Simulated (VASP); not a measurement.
# TlBr (Pm-3m) in VASP: notebook, part 2 of 2

VASP 6.6.1. Earlier steps stand in the parts before.

### 3 Single point, PBE

The input, INCAR:

```
SYSTEM = TlBr
PREC     = Accurate       ! precision mode
ENCUT    = 500            ! plane-wave cutoff, eV
EDIFF    = 1E-6           ! SCF threshold, eV
ISMEAR   = 1              ! smearing method
SIGMA    = 0.2            ! smearing width, eV
LREAL    = .FALSE.        ! projectors in reciprocal space
LASPH    = .TRUE.         ! aspherical terms in the spheres
NELM     = 120            ! most SCF steps
ALGO     = Normal         ! electronic algorithm
ISIF     = 2              ! what is computed and relaxed
LWAVE    = .FALSE.        ! write WAVECAR
LCHARG   = .FALSE.        ! write CHGCAR
GGA      = PE             ! functional
NBANDS   = 17             ! bands
GGA_COMPAT= .FALSE.
```

The input, KPOINTS:

```
Automatic mesh
0
G
  4 4 4
  0 0 0
```

The input, POSCAR:

```
TlBr
1.0
    3.9949064678      0.0000000000      0.0000000000
    0.0000000000      3.9949064678      0.0000000000
    0.0000000000      0.0000000000      3.9949064678
Tl Br
1 1
Direct
    0.0000000000      0.0000000000      0.0000000000
    0.5000000000      0.5000000000      0.5000000000
```

Potentials or basis: VASP PAW PBE potentials, release 64 (Tl_d, Br).

Started as:

```
$ cat potpaw_PBE.64/Tl_d/POTCAR potpaw_PBE.64/Br/POTCAR > POTCAR
$ mpirun -np 1 vasp_std > vasp.out
```

OUTCAR:

```text
SYSTEM = TlBr
   PREC = Accurate
   ENCUT = 500
   EDIFF = 1E-6
   ISMEAR = 1
   LREAL = .FALSE.
   LASPH = .TRUE.
   NELM = 120
   ISIF = 2
   GGA = PE

 ion  position               nearest neighbor table
   1  0.000  0.000  0.000-   2 3.46   2 3.46   2 3.46   2 3.46   2 3.46   2 3.46   2 3.46   2 3.46

   2  0.500  0.500  0.500-   1 3.46   1 3.46   1 3.46   1 3.46   1 3.46   1 3.46   1 3.46   1 3.46

  LATTYP: Found a simple cubic cell.
 ALAT       =     3.9949064678

  Lattice vectors:

 A1 = (   3.9949064678,   0.0000000000,   0.0000000000)
 A2 = (   0.0000000000,   3.9949064678,   0.0000000000)
 A3 = (   0.0000000000,   0.0000000000,   3.9949064678)

Analysis of symmetry for initial positions (statically):
=====================================================================
 Subroutine PRICEL returns:
 Original cell was already a primitive cell.

 Routine SETGRP: Setting up the symmetry group for a
 simple cubic supercell.

 Subroutine GETGRP returns: Found 48 space group operations
 (whereof 48 operations were pure point group operations)
 out of a pool of 48 trial point group operations.

The static configuration has the point symmetry O_h .

Analysis of symmetry for dynamics (positions and initial velocities):
[... 144 lines left out ...]

 E-fermi :   2.4347     XC(G=0):  -8.9135

 val. band max:        2.2690713559   @ k =   0.5000   0.0000   0.0000
 cond. band min:       4.1537849583   @ k =   0.5000   0.0000   0.0000
 fundamental gap:      1.8847136023
 Fermi energy:         2.4346801059

 k-point     1 :       0.0000    0.0000    0.0000
  band No.  band energies     occupation
      1     -11.3910      2.00000
      2      -7.8249      2.00000
      3      -7.8249      2.00000
      4      -7.6539      2.00000
      5      -7.6539      2.00000
      6      -7.6539      2.00000
[... 177 lines left out ...]
      4      -7.7824      2.00000
      5      -7.6020      2.00000
      6      -7.6020      2.00000
[... 9 lines left out ...]
     16      15.0287      0.00000
     17      18.4206      0.00000

------------------------ aborting loop because EDIFF is reached ----------------------------------------

  FORCE on cell =-STRESS in cart. coord.  units (eV):
  Direction    XX          YY          ZZ          XY          YZ          ZX
  --------------------------------------------------------------------------------------
  -------------------------------------------------------------------------------------
  Total        0.4115400      0.4115400      0.4115400     -0.0000000     -0.0000000      0.0000000
  in kB       10.3419588     10.3419588     10.3419588     -0.0000000     -0.0000000      0.0000000
  external PRESSURE =      10.3419588 kB  Pullay stress =       0.0000000 kB

 VOLUME and BASIS-vectors are now :
 -----------------------------------------------------------------------------
  energy-cutoff  :      500.00
  volume of cell :       63.76
      direct lattice vectors                 reciprocal lattice vectors
     3.994906468  0.000000000  0.000000000     0.250318752  0.000000000  0.000000000
     0.000000000  3.994906468  0.000000000     0.000000000  0.250318752  0.000000000
     0.000000000  0.000000000  3.994906468     0.000000000  0.000000000  0.250318752

 POSITION                                       TOTAL-FORCE (eV/Angst)
 -----------------------------------------------------------------------------------
      0.00000      0.00000      0.00000         0.000000      0.000000      0.000000
      1.99745      1.99745      1.99745         0.000000      0.000000      0.000000
 -----------------------------------------------------------------------------------
    total drift:                               -0.000000     -0.000000     -0.000000

  FREE ENERGIE OF THE ION-ELECTRON SYSTEM (eV)
  ---------------------------------------------------
  free  energy   TOTEN  =        -5.5255446921 eV

  energy  without entropy=       -5.5262024050  energy(sigma->0) =       -5.52576393
```

OSZICAR:

```text
N       E                     dE             d eps       ncg     rms          rms(c)
DAV:   1     0.986456256911E+02    0.98646E+02   -0.92902E+03   340   0.991E+02
DAV:   2    -0.182407760503E+01   -0.10047E+03   -0.96189E+02   431   0.217E+02
DAV:   3    -0.578064229994E+01   -0.39566E+01   -0.39449E+01   386   0.380E+01
DAV:   4    -0.580465511763E+01   -0.24013E-01   -0.24011E-01   418   0.352E+00
DAV:   5    -0.580487035453E+01   -0.21524E-03   -0.21524E-03   412   0.325E-01    0.271E+00
DAV:   6    -0.555254977157E+01    0.25232E+00   -0.37961E-01   359   0.298E+00    0.157E+00
DAV:   7    -0.552503166021E+01    0.27518E-01   -0.12293E-01   365   0.149E+00    0.851E-01
DAV:   8    -0.552563220218E+01   -0.60054E-03   -0.15753E-02   369   0.797E-01    0.165E-01
DAV:   9    -0.552541156691E+01    0.22064E-03   -0.11034E-03   374   0.175E-01    0.756E-02
DAV:  10    -0.552554348084E+01   -0.13191E-03   -0.25379E-04   353   0.825E-02    0.200E-02
DAV:  11    -0.552554426991E+01   -0.78907E-06   -0.19927E-05   425   0.303E-02    0.569E-03
DAV:  12    -0.552554469209E+01   -0.42218E-06   -0.21104E-06   349   0.700E-03
   1 F= -.55255447E+01 E0= -.55257639E+01  d E =0.657713E-03
```

stdout:

```text
POSCAR found type information on POSCAR TlBr
 POSCAR found :  2 types and       2 ions
 scaLAPACK will be used
 LDA part: xc-table for (Slater+PW92), standard interpolation
 POSCAR, INCAR and KPOINTS ok, starting setup
 FFT: planning ... GRIDC
 FFT: planning ... GRID_SOFT
 FFT: planning ... GRID
 WAVECAR not read
 entering main loop
```

It took 10 s on 1 thread of AMD EPYC 7R13 (Zen 3), shared host; peak memory 0.14 GiB.

Results:

```
Free energy            : -5.5255 eV
Pressure               : 1.0 GPa
Band gap on the k mesh : 1.88 eV
```

Caveat: spin-orbit coupling is left out, which moves the levels of the heavy elements.

### 4 Single point, PBE

The input, INCAR:

```
PREC = Accurate
ENCUT = 500
EDIFF = 1E-6
ISMEAR = 0
SIGMA = 0.05
LREAL = F
LASPH = T
NELM = 120
ALGO = Normal
ISIF = 2
LWAVE = F
LCHARG = F
GGA = PE
NBANDS = 17
GGA_COMPAT = F
```

The input, KPOINTS:

```
regular mesh
0
Gamma
  4 4 4
```

POSCAR is that of step 3.

Started as:

```
$ cat potpaw_PBE.64/Tl_d/POTCAR potpaw_PBE.64/Br/POTCAR > POTCAR
$ mpirun -np 1 vasp_std > vasp.out
```

Run time: 9.8 s. Hardware: 1 thread of AMD EPYC 7R13 (Zen 3), shared host; peak memory 0.14 GiB.

The run converged. Its results:

```yaml
Free_energy: -5.5261 eV
Pressure: 1.0 GPa
Band_gap_on_the_k_mesh: 1.88 eV
```

Levels at points of the mesh, in eV from the valence-band top:
```
           k point  band 6  band 7  band 8  band 9  band 10  band 11  band 12  band 13  band 14  band 15
(0.00, 0.00, 0.00)   -9.92   -4.63   -1.25   -1.25    -1.25     7.04     7.04     7.18     7.18     7.18
(0.50, 0.00, 0.00)   -9.92   -5.47   -0.76   -0.76     0.00     1.88     5.76     5.76     8.05    10.40
(0.50, 0.50, 0.00)   -9.87   -3.74   -2.85   -2.85    -0.68     4.86     4.86     7.34     7.70    10.30
(0.50, 0.50, 0.50)   -9.87   -2.77   -1.86   -1.86    -1.86     2.18     2.18     2.18    12.76    12.76
```

Caveat: spin-orbit coupling is left out, which moves the levels of the heavy elements.

### 5 Overview

```tsv
smearing	gap on the mesh (eV)	pressure (GPa)
gaussian 0.01 eV	1.88	1.0
methfessel-paxton 0.2 eV	1.88	1.0
gaussian 0.05 eV	1.88	1.0
```

Alike in all rows: task single point; level PBE; potentials or basis VASP PAW PBE potentials, release 64 (Tl_d, Br); no spin polarisation; cell as given; k mesh 4 × 4 × 4; cutoff (eV) 500.

Caveats: spin-orbit coupling is left out, which moves the levels of the heavy elements.

Total energies depend on the potentials used, so only differences within one code and one set of settings carry meaning.
